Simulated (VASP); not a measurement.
A run of VASP 6.6.1:

File INCAR:

```
SYSTEM = Sb
PREC = Accurate
ENCUT = 520
EDIFF = 1E-7
ISMEAR = -1
SIGMA = 0.05
LREAL = .FALSE.
LASPH = .TRUE.
NELM = 60
ALGO = Normal
ISIF = 2
LWAVE = .FALSE.
LCHARG = .FALSE.
GGA = PE
NBANDS = 12
```

The input KPOINTS:

```
regular mesh
0
G
  9 9 9
  0 0 0
```

File POSCAR:

```
Sb
1.0
    2.1936123386      1.2664826742      3.7440000000
   -2.1936123386      1.2664826742      3.7440000000
    0.0000000000     -2.5329653483      3.7440000000
Sb
2
Direct
    0.2336400000      0.2336400000      0.2336400000
    0.7663600000      0.7663600000      0.7663600000
```

Potentials or basis: VASP PAW PBE potentials, release 64 (Sb).

Command:

```bash
$ cat potpaw_PBE.64/Sb/POTCAR > POTCAR
$ mpirun -np 1 vasp_std > vasp.out
```

Hardware: 1 thread of Intel Xeon 8259CL (shared host).

Question: How long does it take, and how much memory?

Answer: It took 79 s on 1 thread of Intel Xeon 8259CL, with other jobs on the host, peak memory 0.23 GiB. Counts: scf iterations 11, k points 85.
